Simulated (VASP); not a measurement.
Input of a VASP 6.6.1 run:

Contents of POSCAR:

```
BaHfO3
1.0
    4.0099764200      0.0000000000      0.0000000000
    0.0000000000      4.0099764200      0.0000000000
    0.0000000000      0.0000000000      4.0099764200
Ba Hf O
1 1 3
Direct
    0.0000000000      0.0000000000      0.0000000000
    0.5000000000      0.5000000000      0.5000000000
    0.5000000000      0.5000000000      0.0000000000
    0.5000000000      0.0000000000      0.5000000000
    0.0000000000      0.5000000000      0.5000000000
```

Contents of INCAR.step1:

```
SYSTEM = BaHfO3
PREC = Accurate
ENCUT = 520
EDIFF = 1E-5
ISMEAR = 0
SIGMA = 0.01
LREAL = .FALSE.
LASPH = .TRUE.
NELM = 100
ALGO = Normal
ISIF = 2
LWAVE = .TRUE.
GGA = PE
NBANDS = 27
```

File INCAR.step2:

```
SYSTEM = BaHfO3
PREC = Accurate
ENCUT = 520
EDIFF = 1E-7
ISMEAR = 0
SIGMA = 0.01
LREAL = .FALSE.
LASPH = .TRUE.
NELM = 100
ALGO = Normal
ISIF = 2
LWAVE = .FALSE.
LCHARG = .TRUE.
GGA = PE
LHFCALC = .TRUE.
HFSCREEN = 0.2079
PRECFOCK = Fast
LELF = .TRUE.
LVHAR = .TRUE.
ISTART = 1
NBANDS = 27
```

KPOINTS

```
regular mesh
0
G
  4 4 4
  0 0 0
```

Potentials or basis: VASP PAW PBE potentials, release 64 (Ba_sv, Hf_pv, O).

Run with:

```sh
$ cat potpaw_PBE.64/Ba_sv/POTCAR potpaw_PBE.64/Hf_pv/POTCAR potpaw_PBE.64/O/POTCAR > POTCAR
$ cp INCAR.step1 INCAR
$ mpirun -np 1 vasp_std > vasp.out
$ cp INCAR.step2 INCAR
$ mpirun -np 1 vasp_std > vasp.out
```

Q: Estimate the pressure.

A: 25.6 GPa.

Q: Estimate the band gap on the k mesh.

A: 5.29 eV (least direct gap 5.38 eV).

Caveat: the cell differs from its parent crystal (strain -4.0%); the cell stands under pressure; the PAW data sets were made with another functional, which shifts forces and pressure a little; spin-orbit coupling is left out, which moves the levels of the heavy elements. A k mesh can miss the band edges.
